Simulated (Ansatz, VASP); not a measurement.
# Rb in VASP and in Ansatz

INCAR

```
SYSTEM = Rb
PREC = Accurate
ENCUT = 520
EDIFF = 1E-6
ISMEAR = 1
SIGMA = 0.1
LREAL = .False.
LASPH = .True.
NELM = 80
ALGO = Normal
ISIF = 2
LWAVE = .False.
LCHARG = .False.
GGA = PE
NBANDS = 10
```

KPOINTS

```
regular mesh
0
Gamma
  8 8 8
  0 0 0
```

Contents of POSCAR:

```
Rb
1.0
   -2.8359049291      2.8359049291      2.8359049291
    2.8359049291     -2.8359049291      2.8359049291
    2.8359049291      2.8359049291     -2.8359049291
Rb
1
Direct
    0.0000000000      0.0000000000      0.0000000000
```

Input for Ansatz:

```yaml
crystal:
  lattice:
    - [-2.8359049291, 2.8359049291, 2.8359049291]
    - [2.8359049291, -2.8359049291, 2.8359049291]
    - [2.8359049291, 2.8359049291, -2.8359049291]
  atoms:
    - { symbol: Rb, position: [0.0, 0.0, 0.0] }
hamiltonian:
  xc: pbe
  pseudopotentials:
    kind: paw
    azcp:
      Rb: "pseudopotentials/Rb.paw.azcp"
basis:
  ecutwfc: 420
  fft_grid_basis: typed
kpoints:
  mp_grid: { grid: [8, 8, 8], shift: [0, 0, 0] }
magnetization:
  spin_polarized: false
scf:
  occupations: { method: cold, width: 0.1 }
  lower_state_search: "off"
output:
  stress: true
```

Alike in both runs: task single point; functional PBE; k mesh 8 × 8 × 8; no spin polarisation.

```csv
,VASP,Ansatz
version,VASP 6.6.1,Ansatz 0.2.0
potentials or method,"VASP PAW PBE potentials, release 64 (Rb_sv), cutoff 520 eV","plane waves (420 eV) with PAW, scalar-relativistic"
occupations,"methfessel-paxton of order 1, width 0.1 eV","cold, width 0.1 eV"
valence electrons in the cell,9,9
```

```csv
,VASP,Ansatz,Ansatz less VASP
pressure (GPa),0.0,0.0,0.00
```
